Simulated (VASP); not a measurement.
# Ni (P6/mmm) in VASP: notebook, part 2 of 2

VASP 6.6.1.

## Step 4: Single point, revPBE, collinear spin, ferromagnetic start (10.45 Å³/atom)

This run uses another cell than the first one, of 10.45 Å³/atom.

File INCAR:

```
SYSTEM = Ni
ALGO     = Normal         ! electronic algorithm
EDIFF    = 1E-6           ! SCF threshold, eV
ENCUT    = 520            ! plane-wave cutoff, eV
GGA      = RE             ! functional
ISIF     = 2              ! what is computed and relaxed
ISMEAR   = -1             ! smearing method
ISPIN    = 2              ! spin polarisation
LASPH    = .TRUE.         ! aspherical terms in the spheres
LCHARG   = .TRUE.         ! write CHGCAR
LELF     = .TRUE.         ! ELF
LMAXMIX  = 4              ! l up to which the mixer works
LORBIT   = 11             ! projections on sites
LREAL    = .FALSE.        ! projectors in reciprocal space
LVHAR    = .TRUE.       
LWAVE    = .FALSE.        ! write WAVECAR
MAGMOM   = 0.668 0.71 0.71 ! initial moments
NBANDS   = 26             ! bands
NELM     = 150            ! most SCF steps
PREC     = Accurate       ! precision mode
SIGMA    = 0.05           ! smearing width, eV
```

File KPOINTS:

```
k-points
0
G
  10 10 14
  0 0 0
```

File POSCAR:

```
Ni
1.0
    3.9085737150      0.0000000000      0.0000000000
   -1.9542868575      3.3849241297      0.0000000000
    0.0000000000      0.0000000000      2.3695747766
Ni
3
Direct
    0.0000000000      0.0000000000      0.0000000000
    0.3333333333      0.6666666667      0.5000000000
    0.6666666667      0.3333333333      0.5000000000
```

Launch:

```sh
$ cat potpaw_PBE.64/Ni/POTCAR > POTCAR
$ mpirun -np 1 vasp_std > vasp.out
```

It took 4.5 min on 1 thread of Intel Xeon 8259CL, shared host; peak memory 0.25 GiB.

It converged, with:

```yaml
Free_energy: -14.7132 eV
Pressure: 17.5 GPa
Net_moment: 1.79 μB per cell
Site_moments: Ni +0.56, +0.62 (each value once) μB
Valence_electrons_inside_the_program's_atomic_spheres: Ni 9.34, 9.43 (each value once)
```

Stress tensor (GPa, compression positive):
```
17.94  0.00  0.00
 0.00 17.94  0.00
 0.00  0.00 16.75
```

Levels at points of the mesh, in eV from the Fermi level:
Spin up:
```tsv
k point	band 12	band 13	band 14	band 15	band 16	band 17	band 18	band 19	band 20	band 21
(0.00, 0.00, 0.00)	-1.56	-1.56	-1.56	-0.40	-0.40	6.29	6.29	6.32	6.32	8.84
(0.50, 0.00, 0.00)	-0.92	-0.73	-0.72	-0.68	-0.67	-0.44	0.05	6.60	16.01	16.10
(0.00, 0.00, 0.50)	-0.77	-0.70	-0.70	-0.06	1.00	1.78	10.19	10.57	10.57	11.75
(0.50, 0.00, 0.50)	-1.07	-0.70	-0.48	-0.29	1.78	1.89	5.31	5.86	8.73	9.88
```
Spin down:
```tsv
k point	band 11	band 12	band 13	band 14	band 15	band 16	band 17	band 18
(0.00, 0.00, 0.00)	-0.96	-0.96	-0.91	-0.91	0.27	0.27	6.54	6.54
(0.50, 0.00, 0.00)	-0.81	-0.29	-0.07	-0.04	-0.03	-0.01	0.09	0.33
(0.00, 0.00, 0.50)	-0.14	-0.14	0.08	0.08	0.80	1.47	2.34	10.21
(0.50, 0.00, 0.50)	-0.80	-0.28	-0.06	0.15	0.55	1.94	2.29	5.56
```

Caveat: the cell stands under pressure; the PAW data sets were made with another functional, which shifts forces and pressure a little.

## Step 5: Single point, revPBE, collinear spin, ferromagnetic start (10.90 Å³/atom)

This run uses another cell than the first one, of 10.90 Å³/atom.

File INCAR:

```
PREC     = Accurate       # precision mode
ENCUT    = 520            # plane-wave cutoff, eV
EDIFF    = 1E-7           # SCF threshold, eV
ISMEAR   = -1             # smearing method
SIGMA    = 0.05           # smearing width, eV
LREAL    = False          # projectors in reciprocal space
LASPH    = True           # aspherical terms in the spheres
NELM     = 150            # most SCF steps
ALGO     = Normal         # electronic algorithm
ISIF     = 2              # what is computed and relaxed
LWAVE    = False          # write WAVECAR
LCHARG   = True           # write CHGCAR
ISPIN    = 2              # spin polarisation
MAGMOM   = 0.668 0.71 0.71 # initial moments
LORBIT   = 11             # projections on sites
LMAXMIX  = 4              # l up to which the mixer works
GGA      = RE             # functional
LELF     = True           # ELF
LVHAR    = True         
NBANDS   = 26             # bands
```

File KPOINTS:

```
regular mesh
0
Gamma
  10 10 14
```

File POSCAR:

```
Ni
1.0
    3.9644180272      0.0000000000      0.0000000000
   -1.9822090136      3.4332867228      0.0000000000
    0.0000000000      0.0000000000      2.4034304190
Ni
3
Direct
    0.0000000000      0.0000000000      0.0000000000
    0.3333333333      0.6666666667      0.5000000000
    0.6666666667      0.3333333333      0.5000000000
```

Launch:

```sh
$ cat potpaw_PBE.64/Ni/POTCAR > POTCAR
$ mpirun -np 1 vasp_std > vasp.out
```

It took 5.3 min on 1 thread of Intel Xeon 8259CL, shared host; peak memory 0.25 GiB.

Results (log left out):

```
Free energy                                           : -14.8194 eV
Pressure                                              : 7.8 GPa
Net moment                                            : 1.82 μB per cell
Site moments                                          : Ni +0.57, +0.64 (each value once) μB
Valence electrons inside the program's atomic spheres : Ni 9.26, 9.35 (each value once)
```

Stress tensor (GPa, compression positive):
```
7.98 0.00 0.00
0.00 7.98 0.00
0.00 0.00 7.34
```

Levels at points of the mesh, in eV from the Fermi level:
Spin up:
```tsv
k point	band 13	band 14	band 15	band 16	band 17	band 18	band 19	band 20
(0.00, 0.00, 0.00)	-1.51	-1.51	-0.43	-0.43	6.08	6.08	6.12	6.12
(0.50, 0.00, 0.00)	-0.74	-0.73	-0.69	-0.68	-0.47	0.12	6.27	15.61
(0.00, 0.00, 0.50)	-0.72	-0.72	-0.12	0.92	1.66	9.91	10.26	10.26
(0.50, 0.00, 0.50)	-0.70	-0.50	-0.33	1.75	1.80	5.10	5.55	8.45
```
Spin down:
| k point | band 11 | band 12 | band 13 | band 14 | band 15 | band 16 | band 17 | band 18 |
| --- | --- | --- | --- | --- | --- | --- | --- | --- |
| (0.00, 0.00, 0.00) | -0.90 | -0.90 | -0.85 | -0.85 | 0.26 | 0.26 | 6.33 | 6.33 |
| (0.50, 0.00, 0.00) | -0.76 | -0.27 | -0.06 | -0.03 | -0.03 | 0.04 | 0.09 | 0.31 |
| (0.00, 0.00, 0.50) | -0.12 | -0.12 | 0.08 | 0.08 | 0.76 | 1.40 | 2.23 | 9.92 |
| (0.50, 0.00, 0.50) | -0.75 | -0.26 | -0.06 | 0.14 | 0.52 | 1.90 | 2.19 | 5.34 |

Caveat: the cell stands under pressure; the PAW data sets were made with another functional, which shifts forces and pressure a little.

## Step 6: Single point, revPBE, collinear spin, ferromagnetic start (11.36 Å³/atom)

File INCAR:

```
PREC = Accurate ; ENCUT = 520
EDIFF = 1E-7 ; ISMEAR = -1
SIGMA = 0.05 ; LREAL = F
LASPH = T ; NELM = 150
ALGO = Normal ; ISIF = 2
LWAVE = F ; LCHARG = T
ISPIN = 2 ; MAGMOM = 0.668 0.71 0.71
LORBIT = 11 ; LMAXMIX = 4
GGA = RE ; LELF = T
LVHAR = T ; NBANDS = 26
```

File KPOINTS:

```
Automatic mesh
0
Gamma
  10 10 14
```

File POSCAR:

```
Ni
1.0
    4.0187318727      0.0000000000      0.0000000000
   -2.0093659364      3.4803238928      0.0000000000
    0.0000000000      0.0000000000      2.4363582151
Ni
3
Direct
    0.0000000000      0.0000000000      0.0000000000
    0.3333333333      0.6666666667      0.5000000000
    0.6666666667      0.3333333333      0.5000000000
```

Potentials or basis: VASP PAW PBE potentials, release 64 (Ni).

Launch:

```sh
$ cat potpaw_PBE.64/Ni/POTCAR > POTCAR
$ mpirun -np 1 vasp_std > vasp.out
```

It took 4.1 min on 1 thread of Intel Xeon 6975P-C (Granite Rapids), shared host; peak memory 0.25 GiB.

It converged, with:

| Property | Result |
| --- | --- |
| Free energy | -14.8510 eV |
| Pressure | 0.0 GPa |
| Net moment | 1.86 μB per cell |
| Site moments | Ni +0.59, +0.66 (each value once) μB |
| Valence electrons inside the program's atomic spheres | Ni 9.20, 9.28 (each value once) |

Stress tensor (GPa, compression positive):
```
 0.05  0.00  0.00
 0.00  0.05  0.00
 0.00  0.00 -0.15
```

Levels at points of the mesh, in eV from the Fermi level:
Spin up:
```tsv
k point	band 13	band 14	band 15	band 16	band 17	band 18	band 19	band 20
(0.00, 0.00, 0.00)	-1.47	-1.47	-0.46	-0.46	5.90	5.90	5.93	5.93
(0.50, 0.00, 0.00)	-0.74	-0.74	-0.69	-0.69	-0.50	0.17	5.96	15.22
(0.00, 0.00, 0.50)	-0.73	-0.73	-0.16	0.85	1.55	9.64	9.97	9.97
(0.50, 0.00, 0.50)	-0.71	-0.52	-0.37	1.72	1.73	4.91	5.27	8.19
```
Spin down:
| k point | band 11 | band 12 | band 13 | band 14 | band 15 | band 16 | band 17 | band 18 |
| --- | --- | --- | --- | --- | --- | --- | --- | --- |
| (0.00, 0.00, 0.00) | -0.85 | -0.85 | -0.79 | -0.79 | 0.24 | 0.24 | 6.14 | 6.14 |
| (0.50, 0.00, 0.00) | -0.71 | -0.25 | -0.05 | -0.03 | -0.02 | 0.09 | 0.10 | 0.30 |
| (0.00, 0.00, 0.50) | -0.11 | -0.11 | 0.07 | 0.07 | 0.72 | 1.34 | 2.13 | 9.65 |
| (0.50, 0.00, 0.50) | -0.70 | -0.24 | -0.05 | 0.13 | 0.50 | 1.87 | 2.11 | 5.15 |

Caveat: the PAW data sets were made with another functional, which shifts forces and pressure a little.

## Step 7: Summary

| cell | k mesh | gap on the mesh (eV) | pressure (GPa) | moment (μB) |
| --- | --- | --- | --- | --- |
| a = 4.019, b = 4.019, c = 2.436 Å, angles 90.0, 90.0, 120.0°, 3 atoms | 9 × 9 × 13 | none | 0.1 | 1.94 |
| a = 3.851, b = 3.851, c = 2.335 Å, angles 90.0, 90.0, 120.0°, 3 atoms | 10 × 10 × 14 | none | 30.1 | 1.74 |
| a = 3.909, b = 3.909, c = 2.370 Å, angles 90.0, 90.0, 120.0°, 3 atoms | 10 × 10 × 14 | none | 17.5 | 1.79 |
| a = 3.964, b = 3.964, c = 2.403 Å, angles 90.0, 90.0, 120.0°, 3 atoms | 10 × 10 × 14 | none | 7.8 | 1.82 |
| a = 4.019, b = 4.019, c = 2.436 Å, angles 90.0, 90.0, 120.0°, 3 atoms | 10 × 10 × 14 | none | 0.0 | 1.86 |

Alike in all rows: task single point; level revPBE; potentials or basis VASP PAW PBE potentials, release 64 (Ni); spin collinear, ferromagnetic start; cutoff (eV) 520; smearing fermi-dirac 0.05 eV.

Caveats: the PAW data sets were made with another functional, which shifts forces and pressure a little; the cell stands under pressure (at least some runs).

Total energies depend on the potentials used, so only differences within one code and one set of settings carry meaning.
